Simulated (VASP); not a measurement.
Here is a VASP 6.6.1 calculation.

File INCAR:

```
SYSTEM = HgTe
ALGO = Normal
EDIFF = 1E-6
ENCUT = 500
GGA = PE
GGA_COMPAT = .FALSE.
ISIF = 2
ISMEAR = 1
LASPH = .TRUE.
LCHARG = .FALSE.
LREAL = .FALSE.
LWAVE = .FALSE.
NBANDS = 26
NELM = 120
PREC = Accurate
SIGMA = 0.2
```

Contents of KPOINTS:

```
k-points
0
G
  6 6 2
  0 0 0
```

POSCAR

```
HgTe
1.0
    4.2336391969      0.0000000000      0.0000000000
   -2.1168195985      3.6664390950      0.0000000000
    0.0000000000      0.0000000000      7.3965767620
Hg Te
2 2
Direct
    0.0000000000      0.0000000000      0.0000000000
    0.0000000000      0.0000000000      0.5000000000
    0.3333333333      0.6666666667      0.2500000000
    0.6666666667      0.3333333333      0.7500000000
```

Potentials or basis: VASP PAW PBE potentials, release 64 (Hg, Te).

Launch:

```sh
$ cat potpaw_PBE.64/Hg/POTCAR potpaw_PBE.64/Te/POTCAR > POTCAR
$ mpirun -np 1 vasp_std > vasp.out
```

(1) What does it give for the pressure?

(2) Predict the band gap on the k mesh.

Answers

(1) 1.1 GPa.

(2) zero (band 18 reaches 4.65 eV, above the bottom of band 19 at 2.35 eV).

Caveat: the k points lie up to 0.42 Å⁻¹ apart; spin-orbit coupling is left out, which moves the levels of the heavy elements.
